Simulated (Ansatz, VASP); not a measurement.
**One calculation of Lu, two programs**

The input INCAR:

```
PREC = Accurate
ENCUT = 520
EDIFF = 1E-6
ISMEAR = 0
SIGMA = 0.1
LREAL = False
LASPH = True
NELM = 100
ALGO = Normal
ISIF = 2
LWAVE = False
LCHARG = False
GGA = PE
NBANDS = 18
```

Contents of KPOINTS:

```
Automatic mesh
0
Gamma
  6 6 6
```

File POSCAR:

```
Lu
1.0
    3.6176375100      0.0000000000      0.0000000000
   -1.8088187500      3.1329659800      0.0000000000
    0.0000000000      0.0000000000      2.9999141100
Lu
1
Direct
    0.0000000000      0.0000000000      0.5000000000
```

Input for Ansatz:

```yaml
crystal:
  lattice:
    - [3.61763751, 0.0, 0.0]
    - [-1.80881875, 3.13296598, 0.0]
    - [0.0, 0.0, 2.99991411]
  atoms:
    - { symbol: Lu, position: [0.0, 0.0, 0.5] }
basis:
  ecutwfc: 420
kpoints:
  mp_grid: { grid: [6, 6, 6] }
hamiltonian:
  xc: pbe
scf:
  occupations: { method: gaussian, width: 0.1 }
  lower_state_search: "off"
output:
  forces: true
  stress: true
  eigenvalues: true
```

Alike in both runs: task single point; functional PBE; k mesh 6 × 6 × 6; occupations gaussian, width 0.1 eV; no spin polarisation.

|  | VASP | Ansatz |
| --- | --- | --- |
| version | VASP 6.6.1 | Ansatz 0.2.0 |
| potentials or method | VASP PAW PBE potentials, release 64 (Lu), cutoff 520 eV | scalar-relativistic, plane waves, PAW |
| valence electrons in the cell | 25 | 25 |

|  | VASP | Ansatz | Ansatz less VASP |
| --- | --- | --- | --- |
| gap on the k mesh at the Fermi level (eV) | none | none | - |
| pressure (GPa) | -2.5 | -2.5 | +0.01 |
| traceless stress, the component that is largest in VASP (GPa) | 7.15 | 7.07 | -0.085 |

A gap of «none» marks a metal or a gap that the smearing closes.

Spin-orbit coupling is off throughout.
